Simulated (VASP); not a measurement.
# Bi (Fm-3m) in VASP: single point with PBEsol

Aim: the single point of Bi with PBEsol.

Program: VASP 6.6.1. These are calculated values, not measurements. Logs are shortened: lines on timing, memory, paths and dates and some standing lists are left out, and cuts for length are marked.

## (1) The cell of the first run

The structure is cubic, space group Fm-3m (No. 225). The conventional cell has a = 9.393 Å, b = 9.393 Å, c = 9.393 Å, α = 90.00°, β = 90.00°, γ = 90.00°.

## (2) Single point, PBEsol

Input file INCAR:

```
PREC     = Accurate       # precision mode
ENCUT    = 500            # plane-wave cutoff, eV
EDIFF    = 1E-6           # SCF threshold, eV
ISMEAR   = 1              # smearing method
SIGMA    = 0.1            # smearing width, eV
LREAL    = False          # projectors in reciprocal space
LASPH    = True           # aspherical terms in the spheres
NELM     = 120            # most SCF steps
ALGO     = Normal         # electronic algorithm
ISIF     = 2              # what is computed and relaxed
LWAVE    = False          # write WAVECAR
LCHARG   = False          # write CHGCAR
GGA      = PS             # functional
NBANDS   = 14             # bands
GGA_COMPAT= False
```

Input file KPOINTS:

```
Automatic mesh
0
Gamma
  4 4 4
```

Input file POSCAR:

```
Bi
1.0
    0.0000000000      4.6965940000      4.6965940000
    4.6965940000      0.0000000000      4.6965940000
    4.6965940000      4.6965940000      0.0000000000
Bi
1
Direct
    0.0000000000      0.0000000000      0.0000000000
```

Potentials or basis: VASP PAW PBE potentials, release 64 (Bi_d).

Command:

```
$ cat potpaw_PBE.64/Bi_d/POTCAR > POTCAR
$ mpirun -np 1 vasp_std > vasp.out
```

OUTCAR:

```text
PREC = Accurate
   ENCUT = 500
   EDIFF = 1E-6
   ISMEAR = 1
   LREAL = False
   LASPH = True
   NELM = 120
   ISIF = 2
   GGA = PS

 ion  position               nearest neighbor table
   1  0.000  0.000  0.000-

  LATTYP: Found a face centered cubic cell.
 ALAT       =     9.3931880000

  Lattice vectors:

 A1 = (   0.0000000000,   4.6965940000,   4.6965940000)
 A2 = (   4.6965940000,   0.0000000000,   4.6965940000)
 A3 = (   4.6965940000,   4.6965940000,   0.0000000000)

Analysis of symmetry for initial positions (statically):
=====================================================================
 Subroutine PRICEL returns:
 Original cell was already a primitive cell.

 Routine SETGRP: Setting up the symmetry group for a
 face centered cubic supercell.

 Subroutine GETGRP returns: Found 48 space group operations
 (whereof 48 operations were pure point group operations)
 out of a pool of 48 trial point group operations.

The static configuration has the point symmetry O_h .

Analysis of symmetry for dynamics (positions and initial velocities):
=====================================================================
 Subroutine PRICEL returns:
 Original cell was already a primitive cell.

 Routine SETGRP: Setting up the symmetry group for a
 face centered cubic supercell.

 Subroutine GETGRP returns: Found 48 space group operations
 (whereof 48 operations were pure point group operations)
 out of a pool of 48 trial point group operations.

The dynamic configuration has the point symmetry O_h .

 Subroutine INISYM returns: Found 48 space group operations
 (whereof 48 operations are pure point group operations),
 and found     1 'primitive' translations

----------------------------------------------------------------------------------------

                                     Primitive cell

  volume of cell :     207.1949

  direct lattice vectors                    reciprocal lattice vectors
     0.000000000  4.696594000  4.696594000    -0.106460128  0.106460128  0.106460128
     4.696594000  0.000000000  4.696594000     0.106460128 -0.106460128  0.106460128
     4.696594000  4.696594000  0.000000000     0.106460128  0.106460128 -0.106460128

  length of vectors
     6.641986932  6.641986932  6.641986932     0.184394351  0.184394351  0.184394351

  position of ions in fractional coordinates (direct lattice)
     0.000000000  0.000000000  0.000000000

  ion indices of the primitive-cell ions
   primitive index   ion index
                 1           1

----------------------------------------------------------------------------------------

 KPOINTS: Automatic mesh

Automatic generation of k-mesh.
 Grid dimensions read from file:
 generate k-points for:    4    4    4

 Generating k-lattice:

  Cartesian coordinates                     Fractional coordinates (reciprocal lattice)
    -0.026615032  0.026615032  0.026615032     0.250000000  0.000000000  0.000000000
     0.026615032 -0.026615032  0.026615032     0.000000000  0.250000000  0.000000000
     0.026615032  0.026615032 -0.026615032     0.000000000  0.000000000  0.250000000

  Length of vectors
     0.046098588  0.046098588  0.046098588

  Shift w.r.t. Gamma in fractional coordinates (k-lattice)
     0.000000000  0.000000000  0.000000000

 Subroutine IBZKPT returns following result:
 ===========================================

 Found      8 irreducible k-points:

 Following reciprocal coordinates:
            Coordinates               Weight
  0.000000  0.000000  0.000000      1.000000
  0.250000  0.000000  0.000000      8.000000
  0.500000  0.000000  0.000000      4.000000
  0.250000  0.250000  0.000000      6.000000
  0.500000  0.250000  0.000000     24.000000
 -0.250000  0.250000  0.000000     12.000000
  0.500000  0.500000  0.000000      3.000000
 -0.250000  0.500000  0.250000      6.000000
   k-points           NKPTS =      8   k-points in BZ     NKDIM =      8   number of bands    NBANDS=     14
   number of dos      NEDOS =    301   number of ions     NIONS =      1
   total plane-waves  NPLWV = 110592
   dimension x,y,z NGX =    48 NGY =   48 NGZ =   48
   dimension x,y,z NGXF=    96 NGYF=   96 NGZF=   96
   ions per type =               1
   NGX,Y,Z   is equivalent  to a cutoff of  12.01, 12.01, 12.01 a.u.
   NGXF,Y,Z  is equivalent  to a cutoff of  24.03, 24.03, 24.03 a.u.
 SYSTEM =  unknown system
   PREC   = accura    normal or accurate (medium, high low for compatibility)
   ISTART =      0    job   : 0-new  1-cont  2-samecut
   ICHARG =      2    charge: 1-file 2-atom 10-const
   ISPIN  =      1    spin polarized calculation?
   LNONCOLLINEAR =      F non collinear calculations
   LSORBIT =      F    spin-orbit coupling
   LASPH  =      T    aspherical Exc in radial PAW
   ENCUT  =  500.0 eV  36.75 Ry    6.06 a.u.  12.11 12.11 12.11*2*pi/ulx,y,z
   NELM   =    120;   NELMIN=  2; NELMDL= -5     # of ELM steps
   EDIFF  = 0.1E-05   stopping-criterion for ELM
   LREAL  =      F    real-space projection
   EDIFFG = 0.1E-04   stopping-criterion for IOM
   NSW    =      0    number of steps for IOM
   IBRION =     -1    ionic relax: 0-MD 1-quasi-New 2-CG
   NFREE  =      0    steps in history (QN), initial steepest desc. (CG)
   ISIF   =      2    stress and relaxation
   ISYM   =      2    0-nonsym 1-usesym 2-fastsym
   POTIM  = 0.5000    time-step for ionic-motion
   TEBEG  =    0.0;   TEEND  =   0.0 temperature during run
   PSTRESS=    0.0 pullay stress
   NELECT =      15.0000    total number of electrons
   NUPDOWN=      -1.0000    fix difference up-down
   EMIN   =  10.00;   EMAX   =-10.00  energy-range for DOS
   EFERMI =   0.00;   METHOD = LEGACY
   ISMEAR =     1;   SIGMA  =   0.10  broadening in eV -4-tet -1-fermi 0-gaus
   EFERMI_NEDOS =   21; number of points for ismear=-14 and -15
   IALGO  =     38    algorithm
   IMIX   =      4    mixing-type and parameters
     AMIX     =   0.40;   BMIX     =  1.00
     AMIX_MAG =   1.60;   BMIX_MAG =  1.00
  volume/ion in A,a.u.               =     207.19      1398.22
  Fermi-wavevector in a.u.,A,eV,Ry     =   0.682306  1.289371  6.334068  0.465541
  Thomas-Fermi vector in A             =   1.761341
   LORBIT       =      0    0 simple, 1 ext, 2 COOP (PROOUT), +10 PAW based schemes
   GGA     = PS    functional components
   LHFCALC =     F    Hartree Fock is set to
   AEXX    =    0.0000 exact exchange contribution
   IVDW    =     0    specifies the selected vdW correction
   LEPSILON=     F    determine dielectric tensor
   LRPA    =     F    only Hartree local field effects (RPA)
 non-spin polarized calculation
 Methfessel and Paxton  Order N= 1 SIGMA  =   0.10
  energy-cutoff  :      500.00
  volume of cell :      207.19
 maximum number of plane-waves:      5297
   NGX = 25   NGY = 25   NGZ = 25

 number of electron      15.0000010 magnetization

 Free energy of the ion-electron system (eV)
  ---------------------------------------------------
  ext. energy  EPLUGINS =         0.00000000
  ---------------------------------------------------
  free energy    TOTEN  =        -0.28672683 eV

  energy without entropy =       -0.27560362  energy(sigma->0) =       -0.28301909

 E-fermi :  -2.8608     XC(G=0):  -3.6220

 val. band max:       -2.8650619203   @ k =   0.5000   0.2500   0.0000
 cond. band min:      -2.8554528883   @ k =  -0.2500   0.5000   0.2500
 fundamental gap:      0.0096090319
 Fermi energy:        -2.8608006748

 k-point     1 :       0.0000    0.0000    0.0000
  band No.  band energies     occupation
      1     -25.4411      2.00000
      2     -25.4411      2.00000
      3     -25.4409      2.00000
      4     -25.4409      2.00000
      5     -25.4409      2.00000
      6     -12.8774      2.00000
      7      -2.7229     -0.06501
      8      -2.7229     -0.06501
      9      -2.7229     -0.06501
     10       0.1132      0.00000
     11       3.4871      0.00000
     12       3.4871      0.00000
     13       3.4871      0.00000
     14       4.5177      0.00000

 k-point     2 :       0.2500    0.0000    0.0000
  band No.  band energies     occupation
      1     -25.4412      2.00000
      2     -25.4412      2.00000
      3     -25.4409      2.00000
      4     -25.4409      2.00000
      5     -25.4409      2.00000
      6     -12.8737      2.00000
      7      -2.9210      1.84138
      8      -2.7449     -0.06945
      9      -2.7449     -0.06945
     10       0.6700      0.00000
     11       2.8085      0.00000
     12       3.5370      0.00000
     13       3.5370      0.00000
     14       4.3440      0.00000

 k-point     3 :       0.5000    0.0000    0.0000
  band No.  band energies     occupation
      1     -25.4412      2.00000
      2     -25.4412      2.00000
      3     -25.4409      2.00000
      4     -25.4409      2.00000
      5     -25.4409      2.00000
      6     -12.8699      2.00000
      7      -3.0836      2.00714
      8      -2.7664     -0.03657
      9      -2.7664     -0.03657
     10       1.2946      0.00000
     11       2.5242      0.00000
     12       3.3323      0.00000
     13       3.3323      0.00000
     14       4.4475      0.00000

 k-point     4 :       0.2500    0.2500    0.0000
  band No.  band energies     occupation
      1     -25.4412      2.00000
      2     -25.4412      2.00000
      3     -25.4410      2.00000
      4     -25.4410      2.00000
      5     -25.4410      2.00000
      6     -12.8724      2.00000
      7      -2.9142      1.77665
      8      -2.7860      0.04866
      9      -2.7860      0.04866
     10       0.8647      0.00000
     11       2.6701      0.00000
     12       3.1471      0.00000
     13       3.8204      0.00000
     14       3.8204      0.00000

 k-point     5 :       0.5000    0.2500    0.0000
  band No.  band energies     occupation
      1     -25.4412      2.00000
      2     -25.4412      2.00000
      3     -25.4409      2.00000
      4     -25.4409      2.00000
      5     -25.4409      2.00000
      6     -12.8687      2.00000
      7      -3.0223      2.04474
      8      -2.8651      1.07205
      9      -2.8072      0.22157
     10       1.6535      0.00000
     11       2.3854      0.00000
     12       2.7904      0.00000
     13       3.7681      0.00000
     14       3.9782      0.00000

 k-point     6 :      -0.2500    0.2500    0.0000
  band No.  band energies     occupation
      1     -25.4412      2.00000
      2     -25.4412      2.00000
      3     -25.4409      2.00000
      4     -25.4409      2.00000
      5     -25.4409      2.00000
      6     -12.8699      2.00000
      7      -2.9895      2.06982
      8      -2.8734      1.21069
      9      -2.7670     -0.03491
     10       1.4050      0.00000
     11       2.6619      0.00000
     12       2.6804      0.00000
     13       3.6607      0.00000
     14       4.2415      0.00000

 k-point     7 :       0.5000    0.5000    0.0000
  band No.  band energies     occupation
      1     -25.4412      2.00000
      2     -25.4411      2.00000
      3     -25.4410      2.00000
      4     -25.4409      2.00000
      5     -25.4409      2.00000
      6     -12.8675      2.00000
      7      -3.0558      2.01873
      8      -2.8465      0.76082
      9      -2.8465      0.76081
     10       1.6196      0.00000
     11       2.2801      0.00000
     12       2.9748      0.00000
     13       4.3212      0.00000
     14       4.4682      0.00000

 k-point     8 :      -0.2500    0.5000    0.2500
  band No.  band energies     occupation
      1     -25.4412      2.00000
      2     -25.4412      2.00000
      3     -25.4409      2.00000
      4     -25.4409      2.00000
      5     -25.4409      2.00000
      6     -12.8674      2.00000
      7      -2.9555      2.03739
      8      -2.9555      2.03739
      9      -2.8555      0.90963
     10       2.1789      0.00000
     11       2.6213      0.00000
     12       2.6213      0.00000
     13       2.7093      0.00000
     14       4.9756      0.00000

------------------------ aborting loop because EDIFF is reached ----------------------------------------

  FORCE on cell =-STRESS in cart. coord.  units (eV):
  Direction    XX          YY          ZZ          XY          YZ          ZX
  --------------------------------------------------------------------------------------
  -------------------------------------------------------------------------------------
  Total       -0.6505603     -0.6505603     -0.6505603      0.0000000     -0.0000000     -0.0000000
  in kB       -5.0305916     -5.0305916     -5.0305916      0.0000000     -0.0000000     -0.0000000
  external PRESSURE =      -5.0305916 kB  Pullay stress =       0.0000000 kB

 VOLUME and BASIS-vectors are now :
 -----------------------------------------------------------------------------
  energy-cutoff  :      500.00
  volume of cell :      207.19
      direct lattice vectors                 reciprocal lattice vectors
     0.000000000  4.696594000  4.696594000    -0.106460128  0.106460128  0.106460128
     4.696594000  0.000000000  4.696594000     0.106460128 -0.106460128  0.106460128
     4.696594000  4.696594000  0.000000000     0.106460128  0.106460128 -0.106460128

 POSITION                                       TOTAL-FORCE (eV/Angst)
 -----------------------------------------------------------------------------------
      0.00000      0.00000      0.00000        -0.000000      0.000000      0.000000
 -----------------------------------------------------------------------------------
    total drift:                               -0.000000     -0.000000     -0.000000

  FREE ENERGIE OF THE ION-ELECTRON SYSTEM (eV)
  ---------------------------------------------------
  free  energy   TOTEN  =        -0.2867268270 eV

  energy  without entropy=       -0.2756036216  energy(sigma->0) =       -0.28301909
```

Run time: 20 s. Hardware: 1 thread of AMD EPYC 7R43 (Zen 3), shared host; peak memory 0.26 GiB.

Results:

```
Free energy : -0.2867 eV
Pressure    : -0.5 GPa
```

Levels at points of the mesh, in eV from the Fermi level:
```
           k point  band 5  band 6  band 7  band 8  band 9  band 10
(0.00, 0.00, 0.00)  -22.58  -10.02    0.14    0.14    0.14     2.97
(0.50, 0.00, 0.00)  -22.58  -10.01   -0.22    0.09    0.09     4.16
(0.50, 0.50, 0.00)  -22.58  -10.01   -0.19    0.01    0.01     4.48
```

Caveat: the PAW data sets were made with another functional, which shifts forces and pressure a little; spin-orbit coupling is left out, which moves the levels of the heavy elements.
